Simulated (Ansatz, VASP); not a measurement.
**Re in VASP and in Ansatz**

File INCAR:

```
  PREC = Accurate
  ENCUT = 600
  EDIFF = 1E-6
  ISMEAR = -1
  SIGMA = 0.05
  LREAL = F
  LASPH = T
  NELM = 80
  ALGO = Normal
  ISIF = 3
  LWAVE = F
  LCHARG = F
  GGA = PE
  IVDW = 12
  IBRION = 2
  NSW = 80
  EDIFFG = -0.005
```

Contents of KPOINTS:

```
Automatic mesh
0
Gamma
  11 11 6
```

Contents of POSCAR:

```
Re
1.0
    2.7608000000      0.0000000000      0.0000000000
   -1.3804000000      2.3909229348      0.0000000000
    0.0000000000      0.0000000000      4.4582000000
Re
2
Direct
    0.6666666667      0.3333333333      0.7500000000
    0.3333333333      0.6666666667      0.2500000000
```

The input input.yaml:

```yaml
crystal:
  lattice:
    - [2.7608, 0.0, 0.0]
    - [-1.3804, 2.3909229348, 0.0]
    - [0.0, 0.0, 4.4582]
  atoms:
    - { symbol: Re, position: [0.6666666667, 0.3333333333, 0.75] }
    - { symbol: Re, position: [0.3333333333, 0.6666666667, 0.25] }
kpoints:
  mp_grid: { grid: [11, 11, 6] }
scf:
  occupations: { method: fermi_dirac, width: 0.05 }
hamiltonian:
  xc: pbe
  dispersion: d3bj
  pseudopotentials: { kind: all_electron, lapw: { basis_error: 0.001 } }
output:
  forces: true
  stress: true
relax:
  f_tol: 0.005
  max_steps: 60
  cell: {}
```

Alike in both runs: task relaxation of cell and atoms; functional PBE; dispersion D3(BJ); k mesh 11 × 11 × 6; occupations fermi-dirac, width 0.05 eV; no spin polarisation.

```csv
,VASP,Ansatz
version,VASP 6.6.1,Ansatz 0.2.0
potentials or method,"VASP PAW PBE potentials, release 64 (Re), cutoff 600 eV","all-electron LAPW, scalar-relativistic"
```

VASP gave:

```
relaxed volume (Å³/atom)                                     : 14.65
relaxed cell length with the largest relative difference (Å) : 4.453
```

**Question.** What did Ansatz give for the same quantities?

**Answer.** Relaxed volume (Å³/atom): 14.67; relaxed cell length with the largest relative difference (Å): 4.456.

Ansatz ran all-electron here, and VASP with PAW potentials.

Spin-orbit coupling is off throughout.
